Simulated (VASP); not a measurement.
Here is a VASP 6.6.1 calculation.

File INCAR:

```
SYSTEM = Ca8CO
PREC = Accurate
ENCUT = 520
EDIFF = 1E-6
ISMEAR = 0
SIGMA = 0.1
LREAL = .FALSE.
LASPH = .TRUE.
NELM = 100
ALGO = Normal
ISIF = 2
LWAVE = .FALSE.
LCHARG = .FALSE.
LDIPOL = .TRUE.
IDIPOL = 3
DIPOL = 0.5 0.5 0.321
GGA = PE
NBANDS = 56
```

Contents of KPOINTS:

```
regular mesh
0
G
  6 6 1
  0 0 0
```

Contents of POSCAR:

```
Ca8CO
1.0
    7.8132359319      0.0000000000      0.0000000000
   -3.9066179659      6.7664608028      0.0000000000
    0.0000000000      0.0000000000     21.1477493937
Ca C O
8 1 1
Direct
    0.3333333333      0.1666666667      0.1891454228
    0.3333333333      0.6666666667      0.1891454228
    0.8333333333      0.1666666667      0.1891454228
    0.8333333333      0.6666666667      0.1891454228
    0.1666666667      0.3333333333      0.3308980669
    0.1666666667      0.8333333333      0.3308980669
    0.6666666667      0.3333333333      0.3308980669
    0.6666666667      0.8333333333      0.3308980669
    0.3333333333      0.1666666667      0.5356479871
    0.3333333333      0.1666666667      0.5900272961
```

Potentials or basis: VASP PAW PBE potentials, release 64 (Ca_sv, C, O).

Run with:

```console
$ cat potpaw_PBE.64/Ca_sv/POTCAR potpaw_PBE.64/C/POTCAR potpaw_PBE.64/O/POTCAR > POTCAR
$ mpirun -np 1 vasp_std > vasp.out
```

Q: Estimate the largest force.

A: 0.538 eV/Å.

Q: Estimate the band gap on the k mesh.

A: Zero (bands 45 and 46 overlap by 0.06 eV).

Forces on the atoms (eV/Å):
```
Ca   0.000  0.000 -0.001
Ca  -0.003 -0.002  0.011
Ca   0.000  0.003  0.011
Ca   0.003 -0.002  0.011
Ca  -0.005  0.003  0.003
Ca   0.000 -0.005  0.003
Ca   0.005  0.003  0.003
Ca   0.000  0.000  0.001
C    0.000  0.000  0.495
O    0.000  0.000 -0.538
```
